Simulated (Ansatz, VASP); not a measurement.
**SnTe in VASP and in Ansatz**

The input INCAR:

```
SYSTEM = SnTe
  PREC = Accurate
  ENCUT = 520
  EDIFF = 1E-7
  ISMEAR = -1
  SIGMA = 0.05
  LREAL = .FALSE.
  LASPH = .TRUE.
  NELM = 150
  ALGO = Normal
  ISIF = 2
  LWAVE = .FALSE.
  LCHARG = .TRUE.
  MAGMOM = 0 0 0 0 0 0
  LORBIT = 11
  LSORBIT = .TRUE.
  GGA_COMPAT = .FALSE.
  LORBMOM = .TRUE.
  GGA = PS
  LVHAR = .TRUE.
  NBANDS = 32
```

Contents of KPOINTS:

```
Automatic mesh
0
G
  7 7 7
  0 0 0
```

POSCAR

```
SnTe
1.0
    0.0000000000      3.6111460000      3.6111460000
    3.6111460000      0.0000000000      3.6111460000
    3.6111460000      3.6111460000      0.0000000000
Te Sn
1 1
Direct
    0.2500000000      0.2500000000      0.2500000000
    0.0000000000      0.0000000000      0.0000000000
```

input.yaml

```yaml
crystal:
  lattice:
    - [0.0, 3.611146, 3.611146]
    - [3.611146, 0.0, 3.611146]
    - [3.611146, 3.611146, 0.0]
  atoms:
    - { symbol: Te, position: [0.25, 0.25, 0.25] }
    - { symbol: Sn, position: [0.0, 0.0, 0.0] }
hamiltonian:
  xc: pbesol
  pseudopotentials: { kind: paw_fr }
magnetization:
  noncollinear: true
  spin_orbit: true
kpoints:
  mp_grid: { grid: [7, 7, 7] }
  band_path:
    path:
      - [[0.0, 0.0, 0.0], [0.5, 0.0, 0.5], [0.5, 0.25, 0.75], [0.375, 0.375, 0.75], [0.0, 0.0, 0.0], [0.5, 0.5, 0.5], [0.625, 0.25, 0.625], [0.5, 0.25, 0.75], [0.5, 0.5, 0.5], [0.375, 0.375, 0.75]]
      - [[0.625, 0.25, 0.625], [0.5, 0.0, 0.5]]
    npoints: 14
scf:
  occupations: { method: fermi_dirac, width: 0.05 }
  n_extra_bands: 6
output:
  forces: true
  stress: true
  eigenvalues: true
  fatbands: true
```

Alike in both runs: functional PBEsol; k mesh 7 × 7 × 7; occupations fermi-dirac, width 0.05 eV; non-collinear spin, spin-orbit coupling.

```csv
,VASP,Ansatz
version,VASP 6.6.1,Ansatz 0.2.0
potentials or method,"VASP PAW PBE potentials, release 64 (Te, Sn_d)",Ansatz PAW
plane-wave cutoff (eV),520,420
valence electrons in the cell,20,30
task,single point,band structure
```

```tsv
	VASP	Ansatz	Ansatz less VASP
pressure (GPa)	-1.4	-1.4	-0.01
net moment per atom (μB)	0.00	0.00	0.000
```

VASP's potentials were made for PBE, not for PBEsol. With one functional, cell and mesh, what is left measures potentials, basis and numerics. VASP's potentials hold 20 valence electrons a cell and Ansatz's 30, so a difference there can come from the potentials and not from the codes.
